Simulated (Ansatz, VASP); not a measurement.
Two plane-wave programs on NbAs

```xyz
4
Lattice="-1.7259 1.7259 5.8400 1.7259 -1.7259 5.8400 1.7259 1.7259 -5.8400" Properties=species:S:1:pos:R:3 pbc="T T T"
Nb    0.0000    0.0000    8.7600
Nb    0.0000    1.7259    0.0000
As    0.0000    0.0000    1.9389
As    0.0000    1.7259    4.8589
```

Alike in both runs: task single point; functional PBE; k mesh 2 × 2 × 2; occupations gaussian, width 0.1 eV; no spin polarisation.

|  | VASP | Ansatz |
| --- | --- | --- |
| version | VASP 6.6.1 | Ansatz 0.2.0 |
| potentials or method | VASP PAW PBE potentials, release 64 (Nb_sv, As) | scalar-relativistic, plane waves, PAW |
| plane-wave cutoff (eV) | 500 | 420 |
| valence electrons in the cell | 36 | 56 |

|  | VASP | Ansatz | Ansatz less VASP |
| --- | --- | --- | --- |
| gap on the k mesh at the Fermi level (eV) | 0.04 | 0.04 | +0.004 |
| least direct gap on the mesh (eV) | 0.04 | 0.04 | +0.004 |
| pressure (GPa) | 6.5 | 6.5 | -0.05 |
| traceless stress, the component that is largest in VASP (GPa) | 2.97 | 3.18 | +0.205 |
| rms of the force components (eV/Å) | 0.033 | 0.036 | +0.0025 |

Atom by atom the forces differ by 0.003 eV/Å (rms over components). The functional is the same, so the differences come from potentials, cutoffs and numerics. VASP's potentials hold 36 valence electrons a cell and Ansatz's 56, so a difference there can come from the potentials and not from the codes. Ansatz's warnings: stress scf threshold loose.

The k mesh is coarse, so the values compare programs but aren't converged.
